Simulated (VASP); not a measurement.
A run of VASP 6.6.1 is set up as follows.

File POSCAR:

```
Hg
1.0
    5.4666960000      0.0000000000      0.0000000000
   -2.7333480000      4.7342980000      0.0000000000
    0.0000000000      0.0000000000      3.1852180000
Hg
3
Direct
    0.3333333333      0.6666666667      0.5000000000
    0.6666666667      0.3333333333      0.5000000000
    0.0000000000      0.0000000000      0.0000000000
```

File INCAR.step1:

```
PREC = Accurate
ENCUT = 520
ISMEAR = 0
SIGMA = 0.3
LREAL = False
LASPH = True
NELM = 80
NBANDS = 25
GGA = PE
ALGO = Normal
EDIFF = 1E-4
LWAVE = True
LCHARG = False
```

INCAR.step2

```
PREC = Accurate
ENCUT = 520
EDIFF = 1E-7
ISMEAR = 0
SIGMA = 0.3
LREAL = False
LASPH = True
NELM = 80
ALGO = Normal
ISIF = 2
LWAVE = False
LCHARG = True
METAGGA = R2SCAN
LMIXTAU = True
IVDW = 13
VDW_S6 = 1.0
VDW_S8 = 0.6018749
VDW_A1 = 0.51559235
VDW_A2 = 5.77342911
LELF = True
LVHAR = True
NBANDS = 25
ISTART = 1
```

KPOINTS

```
regular mesh
0
Gamma
  6 6 9
```

Potentials or basis: VASP PAW PBE potentials, release 64 (Hg).

The run is started by

```bash
$ cat potpaw_PBE.64/Hg/POTCAR > POTCAR
$ cp INCAR.step1 INCAR
$ mpirun -np 1 vasp_std > vasp.out
$ cp INCAR.step2 INCAR
$ mpirun -np 1 vasp_std > vasp.out
```

(1) What does it give for the band gap on the k mesh?

(2) Predict the pressure.

(3) What does it give for the dispersion energy per atom?

Answers

(1) zero (band 18 reaches 3.16 eV, above the bottom of band 19 at 0.77 eV).

(2) -0.9 GPa.

(3) -0.133 eV.

Caveat: the PAW data sets were made with another functional, which shifts forces and pressure a little; spin-orbit coupling is left out, which moves the levels of the heavy elements; pairwise dispersion overbinds metals, which lowers pressure and volume.
